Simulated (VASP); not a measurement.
Wanted: the native input for a VASP 6.6.1 run.

```yaml
Task: single point
Functional: r2SCAN
Potentials_or_basis: VASP PAW PBE potentials, release 64 (Na_pv, Ge_d, Cl)
Cutoff: 520 eV
k_mesh: 6 × 6 × 6
Occupations: gaussian, width 0.01 eV
Spin: no spin polarisation
Dipole_correction: no
Further_INCAR_settings: ALGO = Normal; EDIFF = 1e-07; NBANDS = 29
```

NaGeCl3:

```
CELL_PARAMETERS angstrom
5.39851 0.00000 0.00000
0.00000 5.39851 0.00000
0.00000 0.00000 5.39851
ATOMIC_POSITIONS crystal
Na 0.00000 0.00000 0.00000
Ge 0.50000 0.50000 0.50000
Cl 0.50000 0.50000 0.00000
Cl 0.50000 0.00000 0.50000
Cl 0.00000 0.50000 0.50000
```

This cell differs from its parent crystal: strain +4.0%.

One way to write it, as run:

POSCAR

```
NaGeCl3
1.0
    5.3985052642      0.0000000000      0.0000000000
    0.0000000000      5.3985052642      0.0000000000
    0.0000000000      0.0000000000      5.3985052642
Na Ge Cl
1 1 3
Direct
    0.0000000000      0.0000000000      0.0000000000
    0.5000000000      0.5000000000      0.5000000000
    0.5000000000      0.5000000000      0.0000000000
    0.5000000000      0.0000000000      0.5000000000
    0.0000000000      0.5000000000      0.5000000000
```

INCAR.step1

```
SYSTEM = NaGeCl3
ALGO = Normal
EDIFF = 1E-4
ENCUT = 520
GGA = PE
ISMEAR = 0
LASPH = .TRUE.
LCHARG = .FALSE.
LREAL = .FALSE.
LWAVE = .TRUE.
NBANDS = 29
NELM = 60
PREC = Accurate
SIGMA = 0.01
```

INCAR.step2

```
SYSTEM = NaGeCl3
ALGO = Normal
EDIFF = 1E-7
ENCUT = 520
ISIF = 2
ISMEAR = 0
ISTART = 1
LASPH = .TRUE.
LCHARG = .FALSE.
LMIXTAU = .TRUE.
LREAL = .FALSE.
LWAVE = .FALSE.
METAGGA = R2SCAN
NBANDS = 29
NELM = 60
PREC = Accurate
SIGMA = 0.01
```

KPOINTS

```
k-points
0
G
  6 6 6
  0 0 0
```

Potentials or basis: VASP PAW PBE potentials, release 64 (Na_pv, Ge_d, Cl).

The run is started by

```console
$ cat potpaw_PBE.64/Na_pv/POTCAR potpaw_PBE.64/Ge_d/POTCAR potpaw_PBE.64/Cl/POTCAR > POTCAR
$ cp INCAR.step1 INCAR
$ mpirun -np 1 vasp_std > vasp.out
$ cp INCAR.step2 INCAR
$ mpirun -np 1 vasp_std > vasp.out
```

Results of the run:

```yaml
Pressure: -2.9 GPa
Band_gap_on_the_k_mesh: 1.41 eV
```

Caveat: the cell differs from its parent crystal (strain +4.0%); the PAW data sets were made with another functional, which shifts forces and pressure a little.

Run time: 3.2 min on 1 thread of Intel(R) Xeon(R) Platinum 8488C (Sapphire Rapids), with other jobs on the host, peak memory 0.3 GiB.
